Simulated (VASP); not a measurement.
LiBe, 2 atoms in the cell. Symmetry: Pm-3m, No. 221, cubic system. Conventional cell: a = 2.811 Å, b = 2.811 Å, c = 2.811 Å, α = 90.00°, β = 90.00°, γ = 90.00°. Li (site symmetry m-3m) has 8 Be at 2.43 Å and 6 Li at 2.81 Å within 3.2 Å. Be (site symmetry m-3m) has 8 Li at 2.43 Å and 6 Be at 2.81 Å within 3.2 Å. 

| Item | Value |
| --- | --- |
| Program | VASP 6.6.1 |
| Task | relaxation of volume and atoms at fixed shape |
| Functional | PBE |
| Potentials or basis | VASP PAW PBE potentials, release 64 (Li_sv, Be) |
| Cutoff | 600 eV |
| k mesh | 15 × 15 × 15 |
| Occupations | fermi-dirac, width 0.05 eV |
| Spin | no spin polarisation |
| Dipole correction | no |
| Further INCAR settings | ALGO = Normal; EDIFF = 1e-06; IBRION = 2; EDIFFG = -0.02; NSW = 80; ISIF = 8 |

Potentials or basis: VASP PAW PBE potentials, release 64 (Li_sv, Be).

Run with:

```console
$ cat potpaw_PBE.64/Li_sv/POTCAR potpaw_PBE.64/Be/POTCAR > POTCAR
$ mpirun -np 1 vasp_std > vasp.out
```

Hardware: 1 thread of Oxide Virtual Turin-like Processor, with other jobs on the host.

How long does it take, and how much memory?

It took 17 s on 1 thread of Oxide Virtual Turin-like Processor, on a shared host, peak memory 0.11 GiB. Counts: scf iterations 10, k points 120, ion steps 1.
